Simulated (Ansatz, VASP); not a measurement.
Co in VASP and in Ansatz

Contents of INCAR:

```
PREC     = Accurate       # precision mode
ENCUT    = 600            # plane-wave cutoff, eV
EDIFF    = 1E-6           # SCF threshold, eV
ISMEAR   = -1             # smearing method
SIGMA    = 0.1            # smearing width, eV
LREAL    = False          # projectors in reciprocal space
LASPH    = True           # aspherical terms in the spheres
NELM     = 120            # most SCF steps
ALGO     = Normal         # electronic algorithm
ISIF     = 2              # what is computed and relaxed
LWAVE    = False          # write WAVECAR
LCHARG   = False          # write CHGCAR
NBANDS   = 24             # bands
GGA_COMPAT= False
```

Contents of KPOINTS:

```
regular mesh
0
Gamma
  13 13 13
```

Contents of POSCAR:

```
Co
1.0
    0.0000000000      2.3969338415      2.3969338415
    2.3969338415      0.0000000000      2.3969338415
    2.3969338415      2.3969338415      0.0000000000
Co
2
Direct
    0.1250000000      0.1250000000      0.1250000000
    0.8750000000      0.8750000000      0.8750000000
```

Input for Ansatz:

```yaml
crystal:
  lattice:
    - [0.0, 2.3969338415, 2.3969338415]
    - [2.3969338415, 0.0, 2.3969338415]
    - [2.3969338415, 2.3969338415, 0.0]
  atoms:
    - { symbol: Co, position: [0.125, 0.125, 0.125] }
    - { symbol: Co, position: [0.875, 0.875, 0.875] }
hamiltonian:
  xc: lda
  pseudopotentials:
    kind: paw
    azcp:
      Co: "pseudopotentials/Co.paw.azcp"
basis:
  ecutwfc: 420
  fft_grid_basis: typed
kpoints:
  mp_grid: { grid: [13, 13, 13], shift: [0, 0, 0] }
magnetization:
  spin_polarized: false
scf:
  occupations: { method: fermi_dirac, width: 0.1 }
  lower_state_search: "off"
output:
  stress: true
```

Alike in both runs: task single point; functional LDA; k mesh 13 × 13 × 13; occupations fermi-dirac, width 0.1 eV; no spin polarisation.

|  | VASP | Ansatz |
| --- | --- | --- |
| version | VASP 6.6.1 | Ansatz 0.2.0 |
| potentials or method | VASP PAW LDA potentials, release 64 (Co_sv), cutoff 600 eV | plane waves (420 eV) with PAW, scalar-relativistic |
| valence electrons in the cell | 34 | 34 |

|  | VASP | Ansatz | Ansatz less VASP |
| --- | --- | --- | --- |
| pressure (GPa) | -2.8 | 0.0 | +2.74 |

Ansatz warns that its potentials were made for another functional, while VASP's fit it. LDA's correlation is that of Perdew and Zunger in VASP and of Perdew and Wang (1992) in Ansatz.
